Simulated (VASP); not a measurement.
Set up this calculation in VASP 6.6.1, as the native input.

* Task: single point
* Functional: PBE
* Potentials or basis: VASP PAW PBE potentials, release 64 (As)
* Cutoff: 520 eV
* k mesh: 6 × 6 × 6
* Occupations: gaussian, width 0.05 eV
* Spin: no spin polarisation
* Dipole correction: no
* Further INCAR settings: ALGO = Normal; EDIFF = 1e-07; NBANDS = 12

The structure of As lies in POSCAR:

```
As
1.0
    1.9108147978      1.1032094379      3.5541019748
   -1.9108147978      1.1032094379      3.5541019748
    0.0000000000     -2.2064188758      3.5541019748
As
2
Direct
    0.2263663050      0.2263663050      0.2263663050
    0.7736336950      0.7736336950      0.7736336950
```

One way to write it, as run:

INCAR

```
SYSTEM = As
  ALGO = Normal
  EDIFF = 1E-7
  ENCUT = 520
  GGA = PE
  ISIF = 2
  ISMEAR = 0
  LASPH = .TRUE.
  LCHARG = .FALSE.
  LREAL = .FALSE.
  LWAVE = .FALSE.
  NBANDS = 12
  NELM = 100
  PREC = Accurate
  SIGMA = 0.05
```

KPOINTS

```
k-points
0
G
  6 6 6
  0 0 0
```

Potentials or basis: VASP PAW PBE potentials, release 64 (As).

Run with:

```sh
$ cat potpaw_PBE.64/As/POTCAR > POTCAR
$ mpirun -np 1 vasp_std > vasp.out
```

It gave:

- Pressure: 0.3 GPa
- Largest force: 0.047 eV/Å
- Band gap on the k mesh: zero (bands 5 and 6 overlap by 0.23 eV)

It took 11 s on 1 thread of Intel(R) Xeon(R) Platinum 8488C (Sapphire Rapids) (shared host), peak memory 0.16 GiB.
